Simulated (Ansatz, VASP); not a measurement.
**ZnS: VASP beside Ansatz**

```
Zn S
1.0
     0.00000    2.70725    2.78847
     2.70725    0.00000    2.78847
     2.70725    2.70725    0.00000
Zn S
1 1
Cartesian
  0.0000 0.0000 0.0000
  1.3536 1.3536 1.3942
```

Change from the starting cell: z stretched by +3 %, ions relaxed.

Alike in both runs: functional PBE; k mesh 14 × 14 × 14; occupations fermi-dirac, width 0.02 eV; no spin polarisation.

Ansatz relaxed the structure, and its values are those at the end. VASP's run is a single point on that final structure, the one shown.

```csv
,VASP,Ansatz
version,VASP 6.6.1,Ansatz 0.2.0
potentials or method,"VASP PAW PBE potentials, release 64 (Zn, S)","plane-wave PAW, scalar-relativistic"
plane-wave cutoff (eV),520,420
valence electrons in the cell,18,18
```

|  | VASP | Ansatz | Ansatz less VASP |
| --- | --- | --- | --- |
| gap on the k mesh at the Fermi level (eV) | 1.92 | 1.92 | -0.004 |
| pressure (GPa) | -0.8 | -0.9 | -0.14 |

The functional is the same, so the differences come from potentials, cutoffs and numerics. Ansatz's warnings: stress scf threshold loose.
